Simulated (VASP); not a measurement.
Crystal: Pb3Cl.

```
Pb Cl
1.0
     4.87363    0.00000    0.00000
     0.00000    4.87363    0.00000
     0.00000    0.00000    4.87363
Pb Cl
3 1
Direct
  0.00000 0.50000 0.50000
  0.50000 0.00000 0.50000
  0.50000 0.50000 0.00000
  0.00000 0.00000 0.00000
```

```yaml
Program: VASP 6.6.1
Task: relaxation of cell and atoms
Functional: PBE
Potentials_or_basis: VASP PAW PBE potentials, release 64 (Pb_d, Cl)
Cutoff: 600 eV
k_mesh: 10 × 10 × 10
Occupations: gaussian, width 0.1 eV
Spin: no spin polarisation
```

At the start: pressure 1.9 GPa; volume 28.94 Å³/atom.

Question: How do energy, volume and symmetry change on relaxing?

Answer: Over 3 steps the energy falls by 7.8 meV/atom and the volume is 30.31 Å³/atom (+4.7 %); space group Pm-3m (No. 221, to 0.1 Å) before and after.

The path:
| step | energy change (eV) | largest force (eV/Å) | pressure (GPa) | volume (Å³) |
| --- | --- | --- | --- | --- |
| 1 | 0.0000 | 0.0000 | 1.86 | 115.76 |
| 2 | -0.0310 | 0.0000 | -0.08 | 121.49 |
| 3 | -0.0311 | 0.0000 | 0.03 | 121.25 |

Final structure:
```yaml
crystal:
  lattice:
    - [4.94944, 0.00000, 0.00000]
    - [0.00000, 4.94944, 0.00000]
    - [0.00000, 0.00000, 4.94944]
  atoms:
    - { symbol: Pb, position: [0.00000, 0.50000, 0.50000] }
    - { symbol: Pb, position: [0.50000, 0.00000, 0.50000] }
    - { symbol: Pb, position: [0.50000, 0.50000, 0.00000] }
    - { symbol: Cl, position: [0.00000, 0.00000, 0.00000] }
```
